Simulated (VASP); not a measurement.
Wanted: the native input for a VASP 6.6.1 run.

```yaml
Task: relaxation of cell and atoms
Functional: PBE
Potentials_or_basis: VASP PAW PBE potentials, release 64 (H, Mo_sv)
Cutoff: 600 eV
k_mesh: 6 × 6 × 6
Occupations: gaussian, width 0.1 eV
Spin: no spin polarisation
Dipole_correction: no
Further_INCAR_settings: ALGO = Normal; EDIFF = 1e-06; IBRION = 2; EDIFFG = -0.04; NSW = 90; ISIF = 3
```

The structure of MoH3 lies in POSCAR:

```
MoH3
1.0
    0.0000000000      2.9189174400      2.9189174400
    2.9189174400      0.0000000000      2.9189174400
    2.9189174400      2.9189174400      0.0000000000
H Mo
3 1
Direct
    0.2500000000      0.2500000000      0.2500000000
    0.7500000000      0.7500000000      0.7500000000
    0.5000000000      0.5000000000      0.5000000000
    0.0000000000      0.0000000000      0.0000000000
```

The cell was generated, and may not be a known phase.

These files were run (other wordings do the same):

INCAR

```
SYSTEM = MoH3
PREC     = Accurate       ! precision mode
ENCUT    = 600            ! plane-wave cutoff, eV
EDIFF    = 1E-6           ! SCF threshold, eV
ISMEAR   = 0              ! smearing method
SIGMA    = 0.1            ! smearing width, eV
LREAL    = .False.        ! projectors in reciprocal space
LASPH    = .True.         ! aspherical terms in the spheres
NELM     = 80             ! most SCF steps
ALGO     = Normal         ! electronic algorithm
ISIF     = 3              ! what is computed and relaxed
LWAVE    = .False.        ! write WAVECAR
LCHARG   = .False.        ! write CHGCAR
GGA      = PE             ! functional
IBRION   = 2              ! ionic algorithm
NSW      = 90             ! ionic steps
EDIFFG   = -0.04          ! ionic threshold
```

KPOINTS

```
regular mesh
0
Gamma
  6 6 6
  0 0 0
```

Potentials or basis: VASP PAW PBE potentials, release 64 (H, Mo_sv).

Command:

```console
$ cat potpaw_PBE.64/H/POTCAR potpaw_PBE.64/Mo_sv/POTCAR > POTCAR
$ mpirun -np 1 vasp_std > vasp.out
```

Results of the run:

```
Relaxed volume                        : 5.77 Å³/atom
Relaxed cell                          : a = 3.197 Å, b = 3.197 Å, c = 3.197 Å, α = 60.00°, β = 60.00°, γ = 60.00°
Space group after relaxing (to 0.1 Å) : Fm-3m (No. 225)
Pressure after relaxing               : -0.6 GPa
Band gap on the k mesh                : zero (an odd number of electrons rules out a gap without spin polarisation)
```

Caveat: the volume moved by over 15 % at a fixed basis, so the end points are rough; an odd number of electrons without spin polarisation forces a metal; a magnetic or distorted state may lie lower.

Run time: 2 min on 1 thread of Intel(R) Xeon(R) Platinum 8488C (Sapphire Rapids), with other jobs on the host, peak memory 0.26 GiB.
